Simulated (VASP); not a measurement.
# O (Fd-3m) in VASP: single point with LDA

Aim: the single point of O with LDA.

Everything below comes from runs of VASP 6.6.1. Logs are shortened: lines on timing, memory, paths and dates and some standing lists are left out, and cuts for length are marked.

## Step 1: The cell of the first run

The structure is cubic, space group Fd-3m (No. 227). The conventional cell has a = 4.342 Å, b = 4.342 Å, c = 4.342 Å, α = 90.00°, β = 90.00°, γ = 90.00°. O (site symmetry -43m) has 4 O at 1.88 Å within 2.5 Å.

## Step 2: Single point, LDA

Contents of INCAR:

```
ALGO = Normal
EDIFF = 1E-6
ENCUT = 600
GGA_COMPAT = False
ISIF = 2
ISMEAR = 0
LASPH = True
LCHARG = True
LELF = True
LREAL = False
LVHAR = True
LWAVE = False
NBANDS = 13
NELM = 120
PREC = Accurate
SIGMA = 0.1
```

Contents of KPOINTS:

```
k-points
0
Gamma
  8 8 8
```

Contents of POSCAR:

```
O
1.0
    0.0000000000      2.1708564400      2.1708564400
    2.1708564400      0.0000000000      2.1708564400
    2.1708564400      2.1708564400      0.0000000000
O
2
Direct
    0.2500000000      0.2500000000      0.2500000000
    0.0000000000      0.0000000000      0.0000000000
```

Potentials or basis: VASP PAW LDA potentials, release 64 (O).

Launch:

```bash
cat potpaw_LDA.64/O/POTCAR > POTCAR
mpirun -np 1 vasp_std > vasp.out
```

OUTCAR:

```text
EDIFF = 1E-6
   ENCUT = 600
   ISIF = 2
   ISMEAR = 0
   LASPH = True
   LREAL = False
   NELM = 120
   PREC = Accurate

 ion  position               nearest neighbor table
   1  0.250  0.250  0.250-   2 1.88   2 1.88   2 1.88   2 1.88
   2  0.000  0.000  0.000-   1 1.88   1 1.88   1 1.88   1 1.88

  LATTYP: Found a face centered cubic cell.
 ALAT       =     4.3417128800

  Lattice vectors:

 A1 = (   0.0000000000,   2.1708564400,   2.1708564400)
 A2 = (   2.1708564400,   0.0000000000,   2.1708564400)
 A3 = (   2.1708564400,   2.1708564400,   0.0000000000)

Analysis of symmetry for initial positions (statically):
=====================================================================
 Subroutine PRICEL returns:
 Original cell was already a primitive cell.

 Routine SETGRP: Setting up the symmetry group for a
 face centered cubic supercell.

 Subroutine GETGRP returns: Found 48 space group operations
 (whereof 24 operations were pure point group operations)
 out of a pool of 48 trial point group operations.

The static configuration has the point symmetry T_d .
 The point group associated with its full space group is O_h .

Analysis of symmetry for dynamics (positions and initial velocities):
=====================================================================
 Subroutine PRICEL returns:
 Original cell was already a primitive cell.

 Routine SETGRP: Setting up the symmetry group for a
 face centered cubic supercell.

 Subroutine GETGRP returns: Found 48 space group operations
 (whereof 24 operations were pure point group operations)
 out of a pool of 48 trial point group operations.

The dynamic configuration has the point symmetry T_d .
 The point group associated with its full space group is O_h .

 Subroutine INISYM returns: Found 48 space group operations
 (whereof 24 operations are pure point group operations),
 and found     1 'primitive' translations

----------------------------------------------------------------------------------------

                                     Primitive cell

  volume of cell :      20.4608

  direct lattice vectors                    reciprocal lattice vectors
     0.000000000  2.170856440  2.170856440    -0.230323844  0.230323844  0.230323844
     2.170856440  0.000000000  2.170856440     0.230323844 -0.230323844  0.230323844
     2.170856440  2.170856440  0.000000000     0.230323844  0.230323844 -0.230323844

  length of vectors
     3.070054619  3.070054619  3.070054619     0.398932600  0.398932600  0.398932600

  position of ions in fractional coordinates (direct lattice)
     0.250000000  0.250000000  0.250000000
     0.000000000  0.000000000  0.000000000

  ion indices of the primitive-cell ions
   primitive index   ion index
                 1           1
                 2           2

----------------------------------------------------------------------------------------

 KPOINTS: k-points

Automatic generation of k-mesh.
 Grid dimensions read from file:
 generate k-points for:    8    8    8

 Generating k-lattice:

  Cartesian coordinates                     Fractional coordinates (reciprocal lattice)
    -0.028790480  0.028790480  0.028790480     0.125000000  0.000000000  0.000000000
     0.028790480 -0.028790480  0.028790480     0.000000000  0.125000000  0.000000000
     0.028790480  0.028790480 -0.028790480     0.000000000  0.000000000  0.125000000

  Length of vectors
     0.049866575  0.049866575  0.049866575

  Shift w.r.t. Gamma in fractional coordinates (k-lattice)
     0.000000000  0.000000000  0.000000000

 Subroutine IBZKPT returns following result:
 ===========================================

 Found     29 irreducible k-points:

 Following reciprocal coordinates:
            Coordinates               Weight
  0.000000  0.000000  0.000000      1.000000
  0.125000  0.000000  0.000000      8.000000
  0.250000  0.000000  0.000000      8.000000
  0.375000  0.000000  0.000000      8.000000
  0.500000  0.000000  0.000000      4.000000
  0.125000  0.125000  0.000000      6.000000
[... 16 lines left out ...]
  0.500000  0.250000  0.125000     48.000000
 -0.375000  0.250000  0.125000     24.000000
 [... further k-points ...]
   k-points           NKPTS =     29   k-points in BZ     NKDIM =     29   number of bands    NBANDS=     13
   number of dos      NEDOS =    301   number of ions     NIONS =      2
   total plane-waves  NPLWV =  21952
   dimension x,y,z NGX =    28 NGY =   28 NGZ =   28
   dimension x,y,z NGXF=    56 NGYF=   56 NGZF=   56
   ions per type =               2
   NGX,Y,Z   is equivalent  to a cutoff of  15.16, 15.16, 15.16 a.u.
   NGXF,Y,Z  is equivalent  to a cutoff of  30.32, 30.32, 30.32 a.u.
 SYSTEM =  unknown system
   PREC   = accura    normal or accurate (medium, high low for compatibility)
   ISTART =      0    job   : 0-new  1-cont  2-samecut
   ICHARG =      2    charge: 1-file 2-atom 10-const
   ISPIN  =      1    spin polarized calculation?
   LNONCOLLINEAR =      F non collinear calculations
   LSORBIT =      F    spin-orbit coupling
   LASPH  =      T    aspherical Exc in radial PAW
   ENCUT  =  600.0 eV  44.10 Ry    6.64 a.u.   6.13  6.13  6.13*2*pi/ulx,y,z
   NELM   =    120;   NELMIN=  2; NELMDL= -5     # of ELM steps
   EDIFF  = 0.1E-05   stopping-criterion for ELM
   LREAL  =      F    real-space projection
   EDIFFG = 0.1E-04   stopping-criterion for IOM
   NSW    =      0    number of steps for IOM
   IBRION =     -1    ionic relax: 0-MD 1-quasi-New 2-CG
   NFREE  =      0    steps in history (QN), initial steepest desc. (CG)
   ISIF   =      2    stress and relaxation
   ISYM   =      2    0-nonsym 1-usesym 2-fastsym
   POTIM  = 0.5000    time-step for ionic-motion
   TEBEG  =    0.0;   TEEND  =   0.0 temperature during run
   PSTRESS=    0.0 pullay stress
   NELECT =      12.0000    total number of electrons
   NUPDOWN=      -1.0000    fix difference up-down
   EMIN   =  10.00;   EMAX   =-10.00  energy-range for DOS
   EFERMI =   0.00;   METHOD = LEGACY
   ISMEAR =     0;   SIGMA  =   0.10  broadening in eV -4-tet -1-fermi 0-gaus
   EFERMI_NEDOS =   21; number of points for ismear=-14 and -15
   IALGO  =     38    algorithm
   IMIX   =      4    mixing-type and parameters
     AMIX     =   0.40;   BMIX     =  1.00
     AMIX_MAG =   1.60;   BMIX_MAG =  1.00
  volume/ion in A,a.u.               =      10.23        69.04
  Fermi-wavevector in a.u.,A,eV,Ry     =   1.370337  2.589562 25.549351  1.877824
  Thomas-Fermi vector in A             =   2.496132
   LORBIT       =      0    0 simple, 1 ext, 2 COOP (PROOUT), +10 PAW based schemes
   GGA     = CA    functional components
   LHFCALC =     F    Hartree Fock is set to
   AEXX    =    0.0000 exact exchange contribution
   IVDW    =     0    specifies the selected vdW correction
   LEPSILON=     F    determine dielectric tensor
   LRPA    =     F    only Hartree local field effects (RPA)
 non-spin polarized calculation
 Gauss-broadening in eV      SIGMA  =   0.10
  energy-cutoff  :      600.00
  volume of cell :       20.46
 maximum number of plane-waves:       701
 NGX is ok and might be reduce to    28
   NGX = 13   NGY = 13   NGZ = 13

 number of electron      12.0000001 magnetization

 Free energy of the ion-electron system (eV)
  ---------------------------------------------------
  ext. energy  EPLUGINS =         0.00000000
  ---------------------------------------------------
  free energy    TOTEN  =        -7.53480327 eV

  energy without entropy =       -7.52829270  energy(sigma->0) =       -7.53154798

 E-fermi :   0.6141     XC(G=0): -10.8736

 val. band max:        0.5360097671   @ k =   0.2500   0.0000   0.0000
 cond. band min:       0.6568168410   @ k =  -0.2500   0.1250   0.0000
 fundamental gap:      0.1208070739
 Fermi energy:         0.6140579206

 k-point     1 :       0.0000    0.0000    0.0000
  band No.  band energies     occupation
      1     -20.9699      2.00000
      2     -12.3614      2.00000
      3      -3.3741      2.00000
      4      -3.3741      2.00000
      5      -3.3741      2.00000
      6      -0.1201      2.00000
      7      -0.1201      2.00000
      8      -0.1201      2.00000
      9      10.0714      0.00000
     10      23.9715      0.00000
     11      23.9715      0.00000
     12      23.9715      0.00000
     13      24.6071      0.00000

 k-point     2 :       0.1250    0.0000    0.0000
  band No.  band energies     occupation
      1     -20.7764      2.00000
      2     -12.7462      2.00000
      3      -3.5626      2.00000
      4      -3.5626      2.00000
      5      -3.5351      2.00000
      6       0.0799      2.00000
      7       0.0980      2.00000
      8       0.0980      2.00000
      9      10.5697      0.00000
     10      22.1059      0.00000
     11      22.2202      0.00000
     12      22.2202      0.00000
     13      27.0300      0.00000

 k-point     3 :       0.2500    0.0000    0.0000
  band No.  band energies     occupation
      1     -20.2351      2.00000
      2     -13.7164      2.00000
      3      -3.9947      2.00000
      4      -3.9391      2.00000
      5      -3.9391      2.00000
      6       0.5360      1.73031
      7       0.5360      1.73031
      8       0.7299      0.10134
      9      11.6819      0.00000
     10      19.5861      0.00000
     11      21.0267      0.00000
     12      21.0267      0.00000
     13      27.7547      0.00000
[... 305 lines left out ...]
 k-point    23 :       0.5000    0.2500    0.1250
  band No.  band energies     occupation
      1     -19.0316      2.00000
      2     -15.3995      2.00000
      3      -5.8131      2.00000
      4      -4.7497      2.00000
      5      -2.4724      2.00000
      6       0.0775      2.00000
      7       1.4831      0.00000
      8       1.8726      0.00000
      9      13.0143      0.00000
     10      15.5939      0.00000
     11      21.0404      0.00000
     12      22.3676      0.00000
     13      28.6071      0.00000

 k-point    24 :      -0.3750    0.2500    0.1250
  band No.  band energies     occupation
      1     -18.5948      2.00000
      2     -15.9339      2.00000
      3      -6.0448      2.00000
      4      -4.8801      2.00000
      5      -2.4592      2.00000
      6       0.3435      1.99987
      7       1.5521      0.00000
      8       2.0328      0.00000
      9      13.3170      0.00000
     10      15.1318      0.00000
     11      21.0664      0.00000
     12      21.8215      0.00000
     13      29.2254      0.00000

 [... further k-points ...]
[... 5 lines left out ...]
  --------------------------------------------------------------------------------------
  -------------------------------------------------------------------------------------
  Total       -0.6418376     -0.6418376     -0.6418376      0.0000000     -0.0000000      0.0000000
  in kB      -50.2588334    -50.2588334    -50.2588334      0.0000000     -0.0000000      0.0000000
  external PRESSURE =     -50.2588334 kB  Pullay stress =       0.0000000 kB

 VOLUME and BASIS-vectors are now :
 -----------------------------------------------------------------------------
  energy-cutoff  :      600.00
  volume of cell :       20.46
      direct lattice vectors                 reciprocal lattice vectors
     0.000000000  2.170856440  2.170856440    -0.230323844  0.230323844  0.230323844
     2.170856440  0.000000000  2.170856440     0.230323844 -0.230323844  0.230323844
     2.170856440  2.170856440  0.000000000     0.230323844  0.230323844 -0.230323844

 POSITION                                       TOTAL-FORCE (eV/Angst)
 -----------------------------------------------------------------------------------
      1.08543      1.08543      1.08543        -0.000000     -0.000000     -0.000000
      0.00000      0.00000      0.00000         0.000000      0.000000      0.000000
 -----------------------------------------------------------------------------------
    total drift:                                0.000000      0.000000      0.000000

  FREE ENERGIE OF THE ION-ELECTRON SYSTEM (eV)
  ---------------------------------------------------
  free  energy   TOTEN  =        -7.5348032733 eV

  energy  without entropy=       -7.5282926962  energy(sigma->0) =       -7.53154798
```

Run time: 16 s. Hardware: 1 thread of Intel Xeon 8259CL, shared host; peak memory 0.13 GiB.

Results:

| Item | Value |
| --- | --- |
| Free energy | -7.5348 eV |
| Pressure | -5.0 GPa |
| Band gap on the k mesh | zero (band 6 reaches 1.02 eV, above the bottom of band 7 at -0.12 eV) |
